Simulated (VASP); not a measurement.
Here is a VASP 6.6.1 calculation.

File INCAR:

```
PREC = Accurate
ENCUT = 520
EDIFF = 1E-7
ISMEAR = 0
SIGMA = 0.1
LREAL = False
LASPH = True
NELM = 120
ALGO = Normal
ISIF = 2
LWAVE = False
LCHARG = False
LDIPOL = True
IDIPOL = 3
DIPOL = 0.5 0.5 0.330
GGA = PE
IBRION = 2
NSW = 36
EDIFFG = -0.025
GGA_COMPAT = False
NELMIN = 4
NELMDL = -8
KPAR = 4
```

File KPOINTS:

```
regular mesh
0
Gamma
  6 6 1
```

POSCAR

```
Mo6C
1.0
    4.4695765307      0.0000000000      0.0000000000
   -2.2347882654      3.8707668198      0.0000000000
    0.0000000000      0.0000000000     19.7595667350
Mo C
6 1
Selective dynamics
Direct
    0.6666666667      0.3333333333      0.2024335884  F F F
    0.3333333333      0.6666666667      0.2486060831  F F F
    0.0000000000      0.0000000000      0.2947785777  F F F
    0.6666666667      0.3333333333      0.3368821116  F F F
    0.3333333333      0.6666666667      0.3779725564  F F F
    0.0000000000      0.0000000000      0.4180034333  F F F
    0.8888888889      0.4444444444      0.4301494486  F F T
```

Potentials or basis: VASP PAW PBE potentials, release 64 (Mo_sv, C).

Command:

```console
$ cat potpaw_PBE.64/Mo_sv/POTCAR potpaw_PBE.64/C/POTCAR > POTCAR
$ mpirun -np 4 vasp_std > vasp.out
```

Question: What does it give for the energy gained by relaxing?

Answer: 8.6 meV/atom.

Question: Estimate the band gap on the k mesh.

Answer: Zero (bands 44 and 45 overlap by 0.07 eV).

The path:
| step | energy change (eV) | largest force on free atoms (eV/Å) | pressure (GPa) |
| --- | --- | --- | --- |
| 1 | 0.0000 | 1.2727 | -0.40 |
| 2 | -0.0522 | 0.4492 | -0.88 |
| 3 | -0.0605 | 0.0061 | -1.14 |
